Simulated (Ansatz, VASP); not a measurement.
**Two plane-wave programs on La3O**

```xyz
4
Lattice="6.0236 0.0000 0.0000 -3.0118 5.2166 0.0000 0.0000 0.0000 3.3684" Properties=species:S:1:pos:R:3 pbc="T T T"
La    3.0118    0.0000    0.0000
La   -1.5059    2.6083    0.0000
La    1.5059    2.6083    0.0000
O     0.0000    0.0000    1.6842
```

Alike in both runs: functional PBE; k mesh 3 × 3 × 6; occupations gaussian, width 0.1 eV; no spin polarisation.

Ansatz relaxed the structure, and its values are those at the end. VASP's run is a single point on that final structure, the one shown.

```csv
,VASP,Ansatz
version,VASP 6.6.1,Ansatz 0.2.0
potentials or method,"VASP PAW PBE potentials, release 64 (La, O), cutoff 520 eV","scalar-relativistic, plane waves, PAW"
valence electrons in the cell,39,39
```

```tsv
	VASP	Ansatz	Ansatz less VASP
gap on the k mesh at the Fermi level (eV)	none	none	-
pressure (GPa)	0.0	0.0	+0.01
```

A gap of «none» marks a metal or a gap that the smearing closes. With one functional, cell and mesh, what is left measures potentials, basis and numerics.

The k mesh is coarse, so the values compare programs but aren't converged. Spin-orbit coupling is off throughout.
